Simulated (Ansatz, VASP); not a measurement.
Y2Si2F: VASP beside Ansatz

```
Y Si F
1.0
     3.77965    0.00000    0.00000
    -1.88982    3.27327    0.00000
     0.00000    0.00000    7.96548
Y Si F
2 2 1
Direct
  0.00000 0.00000 0.76932
  0.00000 0.00000 0.23068
  0.33333 0.66667 0.50000
  0.66667 0.33333 0.50000
  0.00000 0.00000 0.00000
```

Alike in both runs: task single point; functional PBE; k mesh 6 × 6 × 2; occupations gaussian, width 0.1 eV; no spin polarisation.

|  | VASP | Ansatz |
| --- | --- | --- |
| version | VASP 6.6.1 | Ansatz 0.2.0 |
| potentials or method | VASP PAW PBE potentials, release 64 (Y_sv, Si, F), cutoff 520 eV | scalar-relativistic, plane waves, PAW |
| valence electrons in the cell | 37 | 37 |

VASP gave:

| Item | Value |
| --- | --- |
| gap on the k mesh at the Fermi level (eV) | none |
| pressure (GPa) | 22.0 |
| traceless stress, the component that is largest in VASP (GPa) | 20.01 |
| rms of the force components (eV/Å) | 2.980 |

**Question.** What did Ansatz give for the same quantities?

**Answer.** gap on the k mesh at the Fermi level (eV): none; pressure (GPa): 22.1; traceless stress, the component that is largest in VASP (GPa): 19.74; rms of the force components (eV/Å): 2.963.

Atom by atom the forces differ by 0.017 eV/Å (rms over components). A gap of «none» marks a metal or a gap that the smearing closes.

The k mesh is coarse, so the values compare programs but aren't converged.
